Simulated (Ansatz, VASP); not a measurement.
# Ta2C: VASP beside Ansatz

```
Ta C
1.0
     3.10590    0.00000    0.00000
    -1.55295    2.68979    0.00000
     0.00000    0.00000    4.94640
Ta C
2 1
Direct
  0.33333 0.66667 0.25201
  0.66667 0.33333 0.74799
  0.00000 0.00000 0.00000
```

Alike in both runs: task single point; functional r2SCAN; k mesh 3 × 3 × 1; occupations gaussian, width 0.1 eV; no spin polarisation.

```csv
,VASP,Ansatz
version,VASP 6.6.1,Ansatz 0.2.0
potentials or method,"VASP PAW PBE potentials, release 64 (Ta_pv, C), cutoff 520 eV","scalar-relativistic, plane waves, PAW"
valence electrons in the cell,26,30
```

Ansatz gave:

```
gap on the k mesh at the Fermi level (eV)                     : none
pressure (GPa)                                                : -0.8
traceless stress, the component that is largest in VASP (GPa) : -9.07
rms of the force components (eV/Å)                            : 0.466
```

**Question.** Which values does VASP return?

**Answer.** gap on the k mesh at the Fermi level (eV): none; pressure (GPa): 0.1; traceless stress, the component that is largest in VASP (GPa): -9.14; rms of the force components (eV/Å): 0.441.

VASP's potentials were made for PBE, not for r2SCAN. Atom by atom the forces differ by 0.025 eV/Å (rms over components). A gap of «none» marks a metal or a gap that the smearing closes. With one functional, cell and mesh, what is left measures potentials, basis and numerics. VASP's potentials hold 26 valence electrons a cell and Ansatz's 30, so a difference there can come from the potentials and not from the codes.

The k mesh is coarse, so the values compare programs but aren't converged. Spin-orbit coupling is off throughout.
